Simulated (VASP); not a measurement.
BaZrO3:

```
CELL_PARAMETERS angstrom
4.19134 0.00000 0.00000
0.00000 4.19134 0.00000
0.00000 0.00000 4.19134
ATOMIC_POSITIONS crystal
Ba 0.00000 0.00000 0.00000
Zr 0.50000 0.50000 0.50000
O 0.50000 0.50000 0.00000
O 0.50000 0.00000 0.50000
O 0.00000 0.50000 0.50000
```

```yaml
Program: VASP 6.6.1
Task: relaxation of cell and atoms
Functional: BLYP
Dispersion: D3(BJ)
Potentials_or_basis: VASP PAW PBE potentials, release 64 (Ba_sv, Zr_sv, O)
Cutoff: 600 eV
k_mesh: 6 × 6 × 6
Occupations: fermi-dirac, width 0.05 eV
Spin: no spin polarisation
```

At the start: pressure 3.8 GPa; volume 14.73 Å³/atom.

Q: How do energy, volume and symmetry change on relaxing?

A: Over 3 steps the energy falls by 4.1 meV/atom and the volume is 15.08 Å³/atom (+2.4 %); space group Pm-3m (No. 221, to 0.05 Å).

The path:
```
step  energy change (eV)  largest force (eV/Å)  pressure (GPa)  volume (Å³)
   1              0.0000                0.0000            3.77        73.63
   2              0.0036                0.0000           -3.78        77.39
   3             -0.0204                0.0000           -0.02        75.40
```

Final structure:
```xyz
5
Lattice="4.2247 0.0000 0.0000 0.0000 4.2247 0.0000 0.0000 0.0000 4.2247" Properties=species:S:1:pos:R:3 pbc="T T T"
Ba    0.0000    0.0000    0.0000
Zr    2.1124    2.1124    2.1124
O     2.1124    2.1124    0.0000
O     2.1124    0.0000    2.1124
O     0.0000    2.1124    2.1124
```

Caveat: the PAW data sets were made with another functional, which shifts forces and pressure a little.
